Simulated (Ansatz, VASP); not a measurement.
**InPd: VASP beside Ansatz**

INCAR

```
ALGO = Fast
EDIFF = 1E-6
ENCUT = 520
GGA = PS
ISIF = 2
ISMEAR = 0
LASPH = True
LCHARG = False
LREAL = False
LWAVE = False
NBANDS = 18
NELM = 100
PREC = Accurate
SIGMA = 0.15
```

KPOINTS

```
k-points
0
Gamma
  14 14 14
```

The input POSCAR:

```
InPd
1.0
    3.2844518451      0.0000000000      0.0000000000
    0.0000000000      3.2844518451      0.0000000000
    0.0000000000      0.0000000000      3.1709821748
In Pd
1 1
Direct
    0.0000000000      0.0000000000      0.0000000000
    0.5000000000      0.5000000000      0.5000000000
```

Input for Ansatz:

```yaml
crystal:
  lattice:
    - [3.2844518451, 0.0, 0.0]
    - [0.0, 3.2844518451, 0.0]
    - [0.0, 0.0, 3.1709821748]
  atoms:
    - { symbol: In, position: [0.0, 0.0, 0.0] }
    - { symbol: Pd, position: [0.5, 0.5, 0.5] }
basis:
  ecutwfc: 420
kpoints:
  mp_grid: { grid: [14, 14, 14] }
hamiltonian:
  xc: pbesol
scf:
  occupations: { method: gaussian, width: 0.15 }
output:
  forces: true
  stress: true
  eigenvalues: true
```

Change from the starting cell: mode 4 frozen in at +0.000 Å, strain +e along z and -e/2 along x and y -0.0233.

Alike in both runs: task single point; functional PBEsol; k mesh 14 × 14 × 14; occupations gaussian, width 0.15 eV; no spin polarisation.

|  | VASP | Ansatz |
| --- | --- | --- |
| version | VASP 6.6.1 | Ansatz 0.2.0 |
| potentials or method | VASP PAW PBE potentials, release 64 (In_d, Pd), cutoff 520 eV | scalar-relativistic, plane waves, PAW |
| valence electrons in the cell | 23 | 31 |

|  | VASP | Ansatz | Ansatz less VASP |
| --- | --- | --- | --- |
| gap on the k mesh at the Fermi level (eV) | none | none | - |
| pressure (GPa) | 0.5 | 0.1 | -0.39 |
| traceless stress, the component that is largest in VASP (GPa) | 0.88 | 0.88 | +0.002 |

VASP's potentials were made for PBE, not for PBEsol. A gap of «none» marks a metal or a gap that the smearing closes. VASP's potentials hold 23 valence electrons a cell and Ansatz's 31, so a difference there can come from the potentials and not from the codes.
